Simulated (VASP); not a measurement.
A run of VASP 6.6.1 is set up as follows.

The input POSCAR:

```
GaN
1.0
    0.0000000000      2.0804610554      2.0804610554
    2.0804610554      0.0000000000      2.0804610554
    2.0804610554      2.0804610554      0.0000000000
Ga N
1 1
Direct
    0.0000000000      0.0000000000      0.0000000000
    0.5000000000      0.5000000000      0.5000000000
```

The input INCAR.step1:

```
SYSTEM = GaN
PREC     = Accurate       ! precision mode
ENCUT    = 1460           ! plane-wave cutoff, eV
ISMEAR   = 0              ! smearing method
SIGMA    = 0.01           ! smearing width, eV
LREAL    = .FALSE.        ! projectors in reciprocal space
LASPH    = .TRUE.         ! aspherical terms in the spheres
NELM     = 120            ! most SCF steps
NBANDS   = 16             ! bands
GGA      = PE             ! functional
ALGO     = Normal         ! electronic algorithm
EDIFF    = 1E-5           ! SCF threshold, eV
LWAVE    = .TRUE.         ! write WAVECAR
LCHARG   = .FALSE.        ! write CHGCAR
GGA_COMPAT= .FALSE.
```

File INCAR.step2:

```
SYSTEM = GaN
PREC     = Accurate       ! precision mode
ENCUT    = 1460           ! plane-wave cutoff, eV
EDIFF    = 1E-6           ! SCF threshold, eV
ISMEAR   = 0              ! smearing method
SIGMA    = 0.01           ! smearing width, eV
LREAL    = .FALSE.        ! projectors in reciprocal space
LASPH    = .TRUE.         ! aspherical terms in the spheres
NELM     = 120            ! most SCF steps
ALGO     = Normal         ! electronic algorithm
ISIF     = 2              ! what is computed and relaxed
LWAVE    = .FALSE.        ! write WAVECAR
LCHARG   = .TRUE.         ! write CHGCAR
METAGGA  = R2SCAN         ! meta-GGA
LMIXTAU  = .TRUE.       
LELF     = .TRUE.         ! ELF
LVHAR    = .TRUE.       
NBANDS   = 16             ! bands
ISTART   = 1            
GGA_COMPAT= .FALSE.
```

Contents of KPOINTS:

```
Automatic mesh
0
G
  8 8 8
  0 0 0
```

Potentials or basis: VASP PAW PBE potentials, release 64 (Ga_d, N_h).

The run is started by

```bash
$ cat potpaw_PBE.64/Ga_d/POTCAR potpaw_PBE.64/N_h/POTCAR > POTCAR
$ cp INCAR.step1 INCAR
$ mpirun -np 1 vasp_std > vasp.out
$ cp INCAR.step2 INCAR
$ mpirun -np 1 vasp_std > vasp.out
```

(1) Estimate the pressure.

(2) What does it give for the band gap on the k mesh?

## Answers

(1) 12.0 GPa.

(2) 1.45 eV (least direct gap 3.95 eV).

Caveat: the cell stands under pressure; the PAW data sets were made with another functional, which shifts forces and pressure a little.
